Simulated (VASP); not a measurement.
Write the native input for VASP 6.6.1 that does the following.

```yaml
Task: single point
Functional: RPBE
Potentials_or_basis: VASP PAW PBE potentials, release 64 (Pd)
Cutoff: 520 eV
k_mesh: 16 × 16 × 16
Occupations: fermi-dirac, width 0.05 eV
Spin: collinear spin
Starting_moments: "[0.5] μB"
Dipole_correction: no
Further_INCAR_settings: ALGO = Normal; EDIFF = 1e-06; NBANDS = 15
```

The structure of Pd lies in POSCAR:

```
Pd
1.0
   -1.6256693597      1.6256693597      1.6256693597
    1.6256693597     -1.6256693597      1.6256693597
    1.6256693597      1.6256693597     -1.6256693597
Pd
1
Direct
    0.0000000000      0.0000000000      0.0000000000
```

This isn't the form of Pd at room conditions, which is fcc.

These files were run (other wordings do the same):

INCAR

```
SYSTEM = Pd
PREC     = Accurate       ! precision mode
ENCUT    = 520            ! plane-wave cutoff, eV
EDIFF    = 1E-6           ! SCF threshold, eV
ISMEAR   = -1             ! smearing method
SIGMA    = 0.05           ! smearing width, eV
LREAL    = .False.        ! projectors in reciprocal space
LASPH    = .True.         ! aspherical terms in the spheres
NELM     = 150            ! most SCF steps
ALGO     = Normal         ! electronic algorithm
ISIF     = 2              ! what is computed and relaxed
LWAVE    = .False.        ! write WAVECAR
LCHARG   = .False.        ! write CHGCAR
ISPIN    = 2              ! spin polarisation
MAGMOM   = 0.5            ! initial moments
LORBIT   = 11             ! projections on sites
LMAXMIX  = 4              ! l up to which the mixer works
GGA      = RP             ! functional
NBANDS   = 15             ! bands
```

KPOINTS

```
regular mesh
0
Gamma
  16 16 16
  0 0 0
```

Potentials or basis: VASP PAW PBE potentials, release 64 (Pd).

The run is started by

```bash
$ cat potpaw_PBE.64/Pd/POTCAR > POTCAR
$ mpirun -np 1 vasp_std > vasp.out
```

It gave:

| Quantity | Value |
| --- | --- |
| Pressure | -9.1 GPa |
| Band gap on the k mesh | zero (filled and empty bands overlap) |
| Net moment | 0.00 μB per cell |
| Valence electrons inside the program's atomic spheres | Pd 9.19 |

Caveat: the cell stands under tension; the PAW data sets were made with another functional, which shifts forces and pressure a little.

It took 3 min on 1 thread of Intel Xeon 8259CL, on a shared host, peak memory 0.16 GiB.
